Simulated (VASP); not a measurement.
Wanted: the native input for a VASP 6.6.1 run.

```
Task                   : single point
Functional             : LDA
Potentials or basis    : VASP PAW PBE potentials, release 64 (Gd, O)
Cutoff                 : 520 eV
k mesh                 : 9 × 9 × 9
Occupations            : fermi-dirac, width 0.05 eV
Spin                   : collinear spin, ferromagnetic start
Starting moments       : [7.0, 0.0] μB
Dipole correction      : no
Further INCAR settings : ALGO = Normal; EDIFF = 1e-06; NBANDS = 23
```

The structure of GdO lies in POSCAR:

```
GdO
1.0
    0.0000000000      2.6260060318      2.6260060318
    2.6260060318      0.0000000000      2.6260060318
    2.6260060318      2.6260060318      0.0000000000
Gd O
1 1
Direct
    0.0000000000      0.0000000000      0.0000000000
    0.7500000000      0.7500000000      0.7500000000
```

The input as run:

INCAR

```
SYSTEM = GdO
  PREC = Accurate
  ENCUT = 520
  EDIFF = 1E-6
  ISMEAR = -1
  SIGMA = 0.05
  LREAL = .FALSE.
  LASPH = .TRUE.
  NELM = 150
  ALGO = Normal
  ISIF = 2
  LWAVE = .FALSE.
  LCHARG = .FALSE.
  ISPIN = 2
  MAGMOM = 7 0
  LORBIT = 11
  LMAXMIX = 6
  GGA = CA
  NBANDS = 23
```

KPOINTS

```
Automatic mesh
0
G
  9 9 9
  0 0 0
```

Potentials or basis: VASP PAW PBE potentials, release 64 (Gd, O).

Launch:

```bash
$ cat potpaw_PBE.64/Gd/POTCAR potpaw_PBE.64/O/POTCAR > POTCAR
$ mpirun -np 1 vasp_std > vasp.out
```

It gave:

The pressure is 0.6 GPa. The net moment is 6.86 μB per cell, the site moments are Gd +6.64; O -0.05 μB and the valence electrons inside the program's atomic spheres are Gd 15.30; O 4.99.

Caveat: the PAW data sets were made with another functional, which shifts forces and pressure a little; a cell with one magnetic atom can't hold antiferromagnetic order, which such compounds often take.

Wall time 100 s on 1 thread of Intel(R) Xeon(R) Platinum 8259CL CPU @ 2.50GHz (Skylake/Cascade Lake), on a shared host, peak memory 0.19 GiB.
